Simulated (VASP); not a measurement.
Input of a VASP 6.6.1 run:

File INCAR:

```
ALGO = Normal
EDIFF = 1E-6
ENCUT = 520
ISIF = 2
ISMEAR = 0
LASPH = True
LCHARG = False
LREAL = False
LWAVE = False
NBANDS = 11
NELM = 100
PREC = Accurate
SIGMA = 0.05
```

KPOINTS

```
k-points
0
Gamma
  10 10 10
```

The input POSCAR:

```
AlN
1.0
    0.0000000000      1.9327921000      2.1362439000
    1.9327921000      0.0000000000      2.1362439000
    1.9327921000      1.9327921000      0.0000000000
Al N
1 1
Direct
    0.5000000000      0.5000000000      0.5000000000
    0.0000000000      0.0000000000      0.0000000000
```

Potentials or basis: VASP PAW LDA potentials, release 64 (Al, N).

Run with:

```console
$ cat potpaw_LDA.64/Al/POTCAR potpaw_LDA.64/N/POTCAR > POTCAR
$ mpirun -np 1 vasp_std > vasp.out
```

Problem. What does it give for the pressure?

Solution. 8.9 GPa.

Problem. Estimate the band gap on the k mesh.

Solution. 4.23 eV, indirect (least direct gap 5.71 eV).

Stress tensor (GPa, compression positive):
```
 18.89   0.00   0.00
  0.00  18.89   0.00
  0.00   0.00 -11.22
```

Caveat: the cell differs from its parent crystal (strain -0.050 along x and y, +0.050 along z). A k mesh can miss the band edges.
